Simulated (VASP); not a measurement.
Al2O3: single point with PBE

**The experiment to reproduce.**

“Multi-petahertz electron interference in Cr:Al2O3 solid-state material”, 2018, pmc:5906618 quotes, for a bulk crystal of Al2O3: band gap 8.7 eV (optical).

The system is Al2O3.

```
CELL_PARAMETERS angstrom
2.40435 1.38815 4.37450
-2.40435 1.38815 4.37450
0.00000 -2.77631 4.37450
ATOMIC_POSITIONS crystal
Al 0.35215 0.35215 0.35215
Al 0.14785 0.14785 0.14785
Al 0.64785 0.64785 0.64785
Al 0.85215 0.85215 0.85215
O 0.55617 0.94383 0.25000
O 0.25000 0.55617 0.94383
O 0.94383 0.25000 0.55617
O 0.44383 0.05617 0.75000
O 0.75000 0.44383 0.05617
O 0.05617 0.75000 0.44383
```

| Item | Value |
| --- | --- |
| Program | VASP 6.6.1 |
| Task | single point |
| Functional | PBE |
| Potentials or basis | VASP PAW PBE potentials, release 64 (Al, O) |
| Cutoff | 520 eV |
| k mesh | 6 × 6 × 6 |
| Occupations | gaussian, width 0.02 eV |
| Spin | no spin polarisation |

| Property | Result |
| --- | --- |
| Pressure | -0.1 GPa |
| Largest force | 0.004 eV/Å |
| Band gap on the k mesh | 5.85 eV, direct |

Forces on the atoms (eV/Å):
```
Al   0.000  0.000  0.004
Al   0.000  0.000 -0.004
Al   0.000  0.000 -0.004
Al   0.000  0.000  0.004
O    0.000  0.000  0.000
O    0.000  0.000  0.000
O    0.000  0.000  0.000
O    0.000  0.000  0.000
O    0.000  0.000  0.000
O    0.000  0.000  0.000
```

Levels at points of the mesh, in eV from the valence-band top:
```csv
k point,band 21,band 22,band 23,band 24,band 25,band 26,band 27,band 28
"(0.00, 0.00, 0.00)",-0.46,-0.03,-0.03,0.00,5.85,8.90,10.36,11.27
"(0.50, 0.00, 0.00)",-0.86,-0.86,-0.25,-0.25,9.13,9.13,9.35,9.35
"(0.50, 0.50, 0.00)",-0.97,-0.87,-0.70,-0.23,9.35,9.49,9.61,10.14
"(0.50, 0.50, 0.50)",-0.35,-0.35,-0.35,-0.35,8.35,8.35,10.84,10.84
```

Wall time 60 s on 1 thread of Intel(R) Xeon(R) Platinum 8559C (Emerald Rapids) (shared host), peak memory 0.26 GiB.

A measured gap of Al2O3 is 8.7 eV (optical; quoted in “Multi-petahertz electron interference in Cr:Al2O3 solid-state material”, 2018, pmc:5906618); the calculated 5.85 eV misses it by -2.85 eV. The value is that of PBE, without temperature or zero-point motion. Semilocal functionals fall short of measured gaps as a rule.
